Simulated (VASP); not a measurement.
The system is BaC3.

```
Ba C
1.0
     4.25395    0.00000    0.00000
    -2.12697    3.68403    0.00000
     0.00000    0.00000    4.31079
Ba C
2 6
Cartesian
  2.1270 1.2280 2.1554
  0.0000 2.4560 2.1554
  0.7090 1.2280 0.0000
  -1.4180 2.4560 0.0000
  2.8360 0.0000 0.0000
  -0.7090 1.2280 0.0000
  1.4180 2.4560 0.0000
  1.4180 0.0000 0.0000
```

- Program: VASP 6.6.1
- Task: relaxation of cell and atoms
- Functional: PBE
- Potentials or basis: VASP PAW PBE potentials, release 64 (Ba_sv, C)
- Cutoff: 600 eV
- k mesh: 6 × 6 × 4
- Occupations: gaussian, width 0.1 eV
- Spin: no spin polarisation

At the start: pressure 147.6 GPa; volume 8.44 Å³/atom.

Where does the relaxation end?

Over 10 steps the energy falls by 1305.4 meV/atom and the volume is 12.53 Å³/atom (+48.4 %); space group P6/mmm (No. 191, to 0.1 Å) before and after.

Step by step:
```tsv
step	energy change (eV)	largest force (eV/Å)	pressure (GPa)	volume (Å³)
1	0.0000	0.9493	147.59	67.56
2	2.8949	1.0772	-26.91	175.58
3	-9.7081	0.5257	-7.59	101.27
4	-9.8304	0.5617	-2.23	98.14
5	-9.8500	0.5799	1.44	96.26
6	-10.4177	0.0226	1.10	98.81
7	-10.4362	0.2013	1.58	99.37
8	-10.4363	0.1769	1.52	99.32
9	-10.4398	0.0975	-1.30	100.94
10	-10.4430	0.0110	-0.16	100.26
```

Final structure:
```cif
data_structure
_symmetry_space_group_name_H-M 'P 1'
_symmetry_Int_Tables_number 1
_cell_length_a 4.7234
_cell_length_b 4.7234
_cell_length_c 5.1892
_cell_angle_alpha 90.000
_cell_angle_beta 90.000
_cell_angle_gamma 120.000
_cell_volume 100.26
loop_
_atom_site_label
_atom_site_type_symbol
_atom_site_fract_x
_atom_site_fract_y
_atom_site_fract_z
_atom_site_occupancy
Ba1 Ba 0.66667 0.33333 0.50000 1
Ba2 Ba 0.33333 0.66667 0.50000 1
C1 C 0.33291 0.33291 0.00000 1
C2 C 0.00000 0.66709 0.00000 1
C3 C 0.66709 0.00000 0.00000 1
C4 C 0.00000 0.33291 0.00000 1
C5 C 0.66709 0.66709 0.00000 1
C6 C 0.33291 0.00000 0.00000 1
```

Caveat: the k points lie up to 0.30 Å⁻¹ apart in the final cell, too coarse for converged energies and pressures of a metal; the volume moved by over 15 % at a fixed basis, so the end points are rough.
